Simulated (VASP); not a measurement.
Wanted: the native input for a VASP 6.6.1 run.

- Task: single point
- Functional: r2SCAN
- Potentials or basis: VASP PAW PBE potentials, release 64 (Pd, Sb, Te)
- Cutoff: 520 eV
- k mesh: 5 × 5 × 5
- Occupations: fermi-dirac, width 0.1 eV
- Spin: no spin polarisation
- Dipole correction: no
- Further INCAR settings: ALGO = Normal; EDIFF = 1e-06; NBANDS = 54

SbTePd:

```xyz
12
Lattice="6.4627 0.0000 0.0000 0.0000 6.4627 0.0000 0.0000 0.0000 6.4627" Properties=species:S:1:pos:R:3 pbc="T T T"
Pd    6.4499    6.4499    6.4499
Pd    3.2441    0.0128    3.2186
Pd    3.2186    3.2441    0.0128
Pd    0.0128    3.2186    3.2441
Sb    4.0527    4.0527    4.0527
Sb    5.6414    2.4100    0.8213
Sb    0.8213    5.6414    2.4100
Sb    2.4100    0.8213    5.6414
Te    2.4092    2.4092    2.4092
Te    0.8222    4.0535    5.6405
Te    5.6405    0.8222    4.0535
Te    4.0535    5.6405    0.8222
```

One way to write it, as run:

POSCAR

```
SbTePd
1.0
    6.4626973800      0.0000000000      0.0000000000
    0.0000000000      6.4626973800      0.0000000000
    0.0000000000      0.0000000000      6.4626973800
Pd Sb Te
4 4 4
Direct
    0.9980200000      0.9980200000      0.9980200000
    0.5019800000      0.0019800000      0.4980200000
    0.4980200000      0.5019800000      0.0019800000
    0.0019800000      0.4980200000      0.5019800000
    0.6270900000      0.6270900000      0.6270900000
    0.8729100000      0.3729100000      0.1270900000
    0.1270900000      0.8729100000      0.3729100000
    0.3729100000      0.1270900000      0.8729100000
    0.3727800000      0.3727800000      0.3727800000
    0.1272200000      0.6272200000      0.8727800000
    0.8727800000      0.1272200000      0.6272200000
    0.6272200000      0.8727800000      0.1272200000
```

INCAR.step1

```
SYSTEM = SbTePd
  ALGO = Normal
  EDIFF = 1E-4
  ENCUT = 520
  GGA = PE
  ISMEAR = -1
  LASPH = .True.
  LCHARG = .False.
  LREAL = .False.
  LWAVE = .True.
  NBANDS = 54
  NELM = 100
  PREC = Accurate
  SIGMA = 0.1
```

INCAR.step2

```
SYSTEM = SbTePd
  ALGO = Normal
  EDIFF = 1E-6
  ENCUT = 520
  ISIF = 2
  ISMEAR = -1
  ISTART = 1
  LASPH = .True.
  LCHARG = .True.
  LELF = .True.
  LMIXTAU = .True.
  LREAL = .False.
  LVHAR = .True.
  LWAVE = .False.
  METAGGA = R2SCAN
  NBANDS = 54
  NELM = 100
  PREC = Accurate
  SIGMA = 0.1
```

KPOINTS

```
k-points
0
Gamma
  5 5 5
  0 0 0
```

Potentials or basis: VASP PAW PBE potentials, release 64 (Pd, Sb, Te).

Run with:

```bash
$ cat potpaw_PBE.64/Pd/POTCAR potpaw_PBE.64/Sb/POTCAR potpaw_PBE.64/Te/POTCAR > POTCAR
$ cp INCAR.step1 INCAR
$ mpirun -np 1 vasp_std > vasp.out
$ cp INCAR.step2 INCAR
$ mpirun -np 1 vasp_std > vasp.out
```

Results of the run:

| Property | Result |
| --- | --- |
| Pressure | 6.7 GPa |
| Largest force | 0.543 eV/Å |
| Band gap on the k mesh | zero (bands 42 and 43 overlap by 1.32 eV) |

Caveat: the cell stands under pressure; the PAW data sets were made with another functional, which shifts forces and pressure a little; spin-orbit coupling is left out, which moves the levels of the heavy elements.

It took 9.1 min on 1 thread of AMD EPYC 7R13 Processor (Zen 3), with other jobs on the host, peak memory 0.41 GiB.
